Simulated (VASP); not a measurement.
A run of VASP 6.6.1 is set up as follows.

Contents of INCAR:

```
SYSTEM = TiB2
PREC = Accurate
ENCUT = 520
EDIFF = 1E-7
ISMEAR = 0
SIGMA = 0.026000000000000002
LREAL = .False.
LASPH = .True.
NELM = 100
ALGO = Normal
ISIF = 2
LWAVE = .False.
LCHARG = .True.
GGA = PE
LELF = .True.
LVHAR = .True.
NBANDS = 16
```

KPOINTS

```
Automatic mesh
0
Gamma
  10 10 8
  0 0 0
```

Contents of POSCAR:

```
TiB2
1.0
    3.0292000000      0.0000000000      0.0000000000
   -1.5146000000      2.6233641531      0.0000000000
    0.0000000000      0.0000000000      3.2284000000
Ti B
1 2
Direct
    0.0000000000      0.0000000000      0.0000000000
    0.6666666667      0.3333333333      0.5000000000
    0.3333333333      0.6666666667      0.5000000000
```

Potentials or basis: VASP PAW PBE potentials, release 64 (Ti_sv, B).

Run with:

```bash
$ cat potpaw_PBE.64/Ti_sv/POTCAR potpaw_PBE.64/B/POTCAR > POTCAR
$ mpirun -np 1 vasp_std > vasp.out
```

Q: Predict the pressure.

A: 0.5 GPa.

Q: Estimate the band gap on the k mesh.

A: Zero (bands 9 and 10 overlap by 0.56 eV).
